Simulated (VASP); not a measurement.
Rb, 1 atom in the cell. The structure is cubic, space group Im-3m (No. 229). The conventional cell has a = 5.715 Å, b = 5.715 Å, c = 5.715 Å, α = 90.00°, β = 90.00°, γ = 90.00°.  This cell differs from its parent crystal: volume scaled by 1.06.

| Quantity | Value |
| --- | --- |
| Program | VASP 6.6.1 |
| Task | single point |
| Functional | PBEsol |
| Potentials or basis | VASP PAW PBE potentials, release 64 (Rb_sv) |
| Cutoff | 520 eV |
| k mesh | 7 × 7 × 7 |
| Occupations | fermi-dirac, width 0.05 eV |
| Spin | no spin polarisation |
| Dipole correction | no |
| Further INCAR settings | ALGO = Normal; EDIFF = 1e-06; NBANDS = 10 |

Potentials or basis: VASP PAW PBE potentials, release 64 (Rb_sv).

The run is started by

```console
$ cat potpaw_PBE.64/Rb_sv/POTCAR > POTCAR
$ mpirun -np 1 vasp_std > vasp.out
```

Hardware: 1 thread of Intel(R) Xeon(R) 6975P-C (Granite Rapids), with other jobs on the host.

Q: Estimate the wall time of this run.

A: Run time: 6.5 s on 1 thread of Intel(R) Xeon(R) 6975P-C (Granite Rapids) (shared host), peak memory 0.22 GiB. Counts: scf iterations 10, k points 20.
